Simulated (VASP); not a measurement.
# InAs in VASP: single point with PBEsol

Aim: the single point of InAs with PBEsol.

All numbers are computed with VASP 6.6.1; they aren't measurements. Logs are shortened: lines on timing, memory, paths and dates and some standing lists are left out, and cuts for length are marked.

## 1. The cell of the first run

The cell holds a slab with vacuum, 10 atoms: a = 6.088 Å, b = 4.305 Å, c = 24.610 Å, α = 90.00°, β = 90.00°, γ = 90.00°.

## 2. Single point, PBEsol

File INCAR:

```
  PREC = Accurate
  ENCUT = 520
  EDIFF = 1E-7
  ISMEAR = 0
  SIGMA = 0.1
  LREAL = F
  LASPH = T
  NELM = 80
  ALGO = Normal
  ISIF = 2
  LWAVE = F
  LCHARG = F
  LDIPOL = T
  IDIPOL = 3
  DIPOL = 0.5 0.5 0.500
  GGA = PS
  NBANDS = 56
```

File KPOINTS:

```
regular mesh
0
Gamma
  6 8 1
```

File POSCAR:

```
InAs
1.0
    6.0883022620      0.0000000000      0.0000000000
    0.0000000000      4.3050798150      0.0000000000
    0.0000000000      0.0000000000     24.6101596310
In As
5 5
Direct
    0.5536233225      0.5000000000      0.3449567909
    0.9740525978      1.0000000000      0.4092552034
    0.4804113051      0.5000000000      0.5000024900
    0.9740439846      1.0000000000      0.5907397270
    0.5536201822      0.5000000000      0.6550458821
    0.7637545314      1.0000000000      0.3147901675
    0.2258133372      0.5000000000      0.4129801306
    0.7351134941      1.0000000000      0.4999982375
    0.2258084731      0.5000000000      0.5870238583
    0.7637587720      1.0000000000      0.6852075127
```

Potentials or basis: VASP PAW PBE potentials, release 64 (In_d, As).

On the command line:

```bash
> cat potpaw_PBE.64/In_d/POTCAR potpaw_PBE.64/As/POTCAR > POTCAR
> mpirun -np 1 vasp_std > vasp.out
```

OUTCAR:

```text
PREC = Accurate
   ENCUT = 520
   EDIFF = 1E-7
   ISMEAR = 0
   LREAL = F
   LASPH = T
   NELM = 80
   ISIF = 2
   GGA = PS

 ion  position               nearest neighbor table
   1  0.554  0.500  0.345-   7 2.60   6 2.61   6 2.61   2 3.70   2 3.70   3 3.84
   2  0.974  0.000  0.409-   7 2.64   7 2.64   6 2.65   8 2.67   1 3.70   1 3.70
   3  0.480  0.500  0.500-   9 2.64   7 2.64   8 2.65   8 2.65   5 3.84   1 3.84
   4  0.974  0.000  0.591-   9 2.64   9 2.64  10 2.65   8 2.67   5 3.70   5 3.70
   5  0.554  0.500  0.655-   9 2.60  10 2.61  10 2.61   4 3.70   4 3.70   3 3.84
   6  0.764  0.000  0.315-   1 2.61   1 2.61   2 2.65
   7  0.226  0.500  0.413-   1 2.60   3 2.64   2 2.64   2 2.64
   8  0.735  0.000  0.500-   3 2.65   3 2.65   4 2.67   2 2.67
   9  0.226  0.500  0.587-   5 2.60   3 2.64   4 2.64   4 2.64
  10  0.764  0.000  0.685-   5 2.61   5 2.61   4 2.65

  LATTYP: Found a simple orthorhombic cell.
 ALAT       =     4.3050798150
 B/A-ratio  =     1.4142135625
 C/A-ratio  =     5.7165396900

  Lattice vectors:

 A1 = (   0.0000000000,  -4.3050798150,   0.0000000000)
 A2 = (   6.0883022620,   0.0000000000,   0.0000000000)
 A3 = (   0.0000000000,   0.0000000000,  24.6101596310)

Analysis of symmetry for initial positions (statically):
=====================================================================
 Subroutine PRICEL returns:
 Original cell was already a primitive cell.

 Routine SETGRP: Setting up the symmetry group for a
 simple orthorhombic supercell.

 Subroutine GETGRP returns: Found  2 space group operations
 (whereof  2 operations were pure point group operations)
 out of a pool of  8 trial point group operations.

The static configuration has the point symmetry C_1h.

Analysis of symmetry for dynamics (positions and initial velocities):
=====================================================================
 Subroutine PRICEL returns:
 Original cell was already a primitive cell.

 Routine SETGRP: Setting up the symmetry group for a
 simple orthorhombic supercell.

 Subroutine GETGRP returns: Found  2 space group operations
 (whereof  2 operations were pure point group operations)
 out of a pool of  8 trial point group operations.

The dynamic configuration has the point symmetry C_1h.

 Subroutine INISYM returns: Found  2 space group operations
 (whereof  2 operations are pure point group operations),
 and found     1 'primitive' translations

----------------------------------------------------------------------------------------

                                     Primitive cell

  volume of cell :     645.0477

  direct lattice vectors                    reciprocal lattice vectors
     6.088302262  0.000000000  0.000000000     0.164249401  0.000000000  0.000000000
     0.000000000  4.305079815  0.000000000     0.000000000  0.232283731  0.000000000
     0.000000000  0.000000000 24.610159631     0.000000000  0.000000000  0.040633625

  length of vectors
     6.088302262  4.305079815 24.610159631     0.164249401  0.232283731  0.040633625

  position of ions in fractional coordinates (direct lattice)
     0.553623323  0.500000000  0.344956791
     0.974052598  0.000000000  0.409255203
     0.480411305  0.500000000  0.500002490
     0.974043985  0.000000000  0.590739727
     0.553620182  0.500000000  0.655045882
     0.763754531  0.000000000  0.314790167
     0.225813337  0.500000000  0.412980131
     0.735113494  0.000000000  0.499998238
     0.225808473  0.500000000  0.587023858
     0.763758772  0.000000000  0.685207513

  ion indices of the primitive-cell ions
   primitive index   ion index
                 1           1
                 2           2
                 3           3
                 4           4
                 5           5
                 6           6
                 7           7
                 8           8
                 9           9
                10          10

----------------------------------------------------------------------------------------

 KPOINTS: regular mesh

Automatic generation of k-mesh.
 Grid dimensions read from file:
 generate k-points for:    6    8    1

 Generating k-lattice:

  Cartesian coordinates                     Fractional coordinates (reciprocal lattice)
     0.027374900  0.000000000  0.000000000     0.166666667  0.000000000  0.000000000
     0.000000000  0.029035466  0.000000000     0.000000000  0.125000000  0.000000000
     0.000000000  0.000000000  0.040633625     0.000000000  0.000000000  1.000000000

  Length of vectors
     0.027374900  0.029035466  0.040633625

  Shift w.r.t. Gamma in fractional coordinates (k-lattice)
     0.000000000  0.000000000  0.000000000

 Subroutine IBZKPT returns following result:
 ===========================================

 Found     20 irreducible k-points:

 Following reciprocal coordinates:
            Coordinates               Weight
  0.000000  0.000000  0.000000      1.000000
  0.166667  0.000000  0.000000      2.000000
  0.333333  0.000000  0.000000      2.000000
  0.500000  0.000000  0.000000      1.000000
  0.000000  0.125000  0.000000      2.000000
  0.166667  0.125000  0.000000      4.000000
[... 12 lines left out ...]
  0.333333  0.500000  0.000000      2.000000
  0.500000  0.500000  0.000000      1.000000
   k-points           NKPTS =     20   k-points in BZ     NKDIM =     20   number of bands    NBANDS=     56
   number of dos      NEDOS =    301   number of ions     NIONS =     10
   total plane-waves  NPLWV = 294912
   dimension x,y,z NGX =    48 NGY =   32 NGZ =  192
   dimension x,y,z NGXF=    96 NGYF=   64 NGZF=  384
   ions per type =               5   5
   NGX,Y,Z   is equivalent  to a cutoff of  13.11, 12.36, 12.97 a.u.
   NGXF,Y,Z  is equivalent  to a cutoff of  26.21, 24.71, 25.94 a.u.
 SYSTEM =  unknown system
   PREC   = accura    normal or accurate (medium, high low for compatibility)
   ISTART =      0    job   : 0-new  1-cont  2-samecut
   ICHARG =      2    charge: 1-file 2-atom 10-const
   ISPIN  =      1    spin polarized calculation?
   LNONCOLLINEAR =      F non collinear calculations
   LSORBIT =      F    spin-orbit coupling
   LASPH  =      T    aspherical Exc in radial PAW
   ENCUT  =  520.0 eV  38.22 Ry    6.18 a.u.  11.32  8.00 45.76*2*pi/ulx,y,z
   NELM   =     80;   NELMIN=  2; NELMDL= -5     # of ELM steps
   EDIFF  = 0.1E-06   stopping-criterion for ELM
   LREAL  =      F    real-space projection
   EDIFFG = 0.1E-05   stopping-criterion for IOM
   NSW    =      0    number of steps for IOM
   IBRION =     -1    ionic relax: 0-MD 1-quasi-New 2-CG
   NFREE  =      0    steps in history (QN), initial steepest desc. (CG)
   ISIF   =      2    stress and relaxation
   ISYM   =      2    0-nonsym 1-usesym 2-fastsym
   POTIM  = 0.5000    time-step for ionic-motion
   TEBEG  =    0.0;   TEEND  =   0.0 temperature during run
   PSTRESS=    0.0 pullay stress
   NELECT =      90.0000    total number of electrons
   NUPDOWN=      -1.0000    fix difference up-down
   EMIN   =  10.00;   EMAX   =-10.00  energy-range for DOS
   EFERMI =   0.00;   METHOD = LEGACY
   ISMEAR =     0;   SIGMA  =   0.10  broadening in eV -4-tet -1-fermi 0-gaus
   EFERMI_NEDOS =   21; number of points for ismear=-14 and -15
   IALGO  =     38    algorithm
   IMIX   =      4    mixing-type and parameters
     AMIX     =   0.40;   BMIX     =  1.00
     AMIX_MAG =   1.60;   BMIX_MAG =  1.00
  volume/ion in A,a.u.               =      64.50       435.30
  Fermi-wavevector in a.u.,A,eV,Ry     =   0.849099  1.604565  9.809383  0.720969
  Thomas-Fermi vector in A             =   1.964867
   LORBIT       =      0    0 simple, 1 ext, 2 COOP (PROOUT), +10 PAW based schemes
   GGA     = PS    functional components
   LHFCALC =     F    Hartree Fock is set to
   AEXX    =    0.0000 exact exchange contribution
   IVDW    =     0    specifies the selected vdW correction
   LEPSILON=     F    determine dielectric tensor
   LRPA    =     F    only Hartree local field effects (RPA)
 non-spin polarized calculation
 Gauss-broadening in eV      SIGMA  =   0.10
  energy-cutoff  :      520.00
  volume of cell :      645.05
 maximum number of plane-waves:     17422
 NGX is ok and might be reduce to    48
   NGX = 23   NGY = 17   NGZ = 91

 dipolmoment           0.000000      0.000000     -0.000001 electrons x Angstroem

 number of electron      90.0000010 magnetization

 dipolmoment           0.000000      0.000000      0.000004 electrons x Angstroem

 Free energy of the ion-electron system (eV)
  ---------------------------------------------------
  ext. energy  EPLUGINS =         0.00000000
  ---------------------------------------------------
  free energy    TOTEN  =       -40.65321583 eV

  energy without entropy =      -40.65321573  energy(sigma->0) =      -40.65321578

 E-fermi :  -0.6062     XC(G=0):  -4.5311

 val. band max:       -0.9233901338   @ k =   0.0000   0.0000   0.0000
 cond. band min:      -0.2891103855   @ k =   0.0000   0.0000   0.0000
 fundamental gap:      0.6342797483
 Fermi energy:        -0.6062497723

 k-point     1 :       0.0000    0.0000    0.0000
  band No.  band energies     occupation
      1     -15.3981      2.00000
      2     -15.3937      2.00000
      3     -15.3437      2.00000
      4     -15.3159      2.00000
      5     -15.2594      2.00000
      6     -15.2544      2.00000
[... 48 lines left out ...]
     55       3.1889      0.00000
     56       3.4198      0.00000

 k-point     2 :       0.1667    0.0000    0.0000
  band No.  band energies     occupation
      1     -15.4042      2.00000
      2     -15.3995      2.00000
      3     -15.3359      2.00000
      4     -15.3111      2.00000
      5     -15.2570      2.00000
      6     -15.2513      2.00000
[... 1055 lines left out ...]
  band No.  band energies     occupation
      1     -15.3828      2.00000
      2     -15.3734      2.00000
      3     -15.3247      2.00000
      4     -15.3231      2.00000
      5     -15.2826      2.00000
      6     -15.2664      2.00000
[... 48 lines left out ...]
     55       3.6730      0.00000
     56       3.8630      0.00000

------------------------ aborting loop because EDIFF is reached ----------------------------------------

 vacuum level on the upper side and lower side of the slab       (xc-potential included)        -0.076        -0.077

  FORCE on cell =-STRESS in cart. coord.  units (eV):
  Direction    XX          YY          ZZ          XY          YZ          ZX
  --------------------------------------------------------------------------------------
  -------------------------------------------------------------------------------------
  Total       -0.8009170     -1.9829289      0.0471667      0.0000000      0.0000000      0.0005460
  in kB       -1.9893272     -4.9252228      0.1171533      0.0000000      0.0000000      0.0013563
  external PRESSURE =      -2.2657989 kB  Pullay stress =       0.0000000 kB

 VOLUME and BASIS-vectors are now :
 -----------------------------------------------------------------------------
  energy-cutoff  :      520.00
  volume of cell :      645.05
      direct lattice vectors                 reciprocal lattice vectors
     6.088302262  0.000000000  0.000000000     0.164249401  0.000000000  0.000000000
     0.000000000  4.305079815  0.000000000     0.000000000  0.232283731  0.000000000
     0.000000000  0.000000000 24.610159631     0.000000000  0.000000000  0.040633625

 POSITION                                       TOTAL-FORCE (eV/Angst)
 -----------------------------------------------------------------------------------
      3.37063      2.15254      8.48944        -0.005230      0.000000     -0.000129
      5.93033      0.00000     10.07184        -0.000943      0.000000      0.005107
      2.92489      2.15254     12.30514         0.002962      0.000000      0.000004
      5.93027      0.00000     14.53820        -0.000850      0.000000     -0.004805
      3.37061      2.15254     16.12078        -0.005172      0.000000      0.000097
      4.64997      0.00000      7.74704         0.006908      0.000000     -0.013973
      1.37482      2.15254     10.16351        -0.005718      0.000000     -0.000959
      4.47559      0.00000     12.30504         0.006840      0.000000     -0.000107
      1.37479      2.15254     14.44675        -0.005744      0.000000      0.000768
      4.64999      0.00000     16.86307         0.006947      0.000000      0.013996
 -----------------------------------------------------------------------------------
    total drift:                               -0.001205     -0.000000      0.000004

  FREE ENERGIE OF THE ION-ELECTRON SYSTEM (eV)
  ---------------------------------------------------
  free  energy   TOTEN  =       -40.6532158310 eV

  energy  without entropy=      -40.6532157303  energy(sigma->0) =      -40.65321578

 vacuum level on the upper side and lower side of the slab         3.896         3.896
```

Run time: 36 min. Hardware: 1 thread of Oxide Virtual Turin-like, shared host; peak memory 0.89 GiB.

Results:

```yaml
Free_energy: -40.6532 eV
Largest_force: 0.016 eV/Å
Band_gap_on_the_k_mesh: 0.63 eV
```

Forces in eV/Å, atoms in the order of the input:
```
In  -0.005  0.000  0.000
In  -0.001  0.000  0.005
In   0.003  0.000  0.000
In  -0.001  0.000 -0.005
In  -0.005  0.000  0.000
As   0.007  0.000 -0.014
As  -0.006  0.000 -0.001
As   0.007  0.000  0.000
As  -0.006  0.000  0.001
As   0.007  0.000  0.014
```

Caveat: semilocal functionals underestimate gaps, and a narrow one can read as zero; the PAW data sets were made with another functional, which shifts forces and pressure a little; spin-orbit coupling is left out, which moves the levels of the heavy elements.
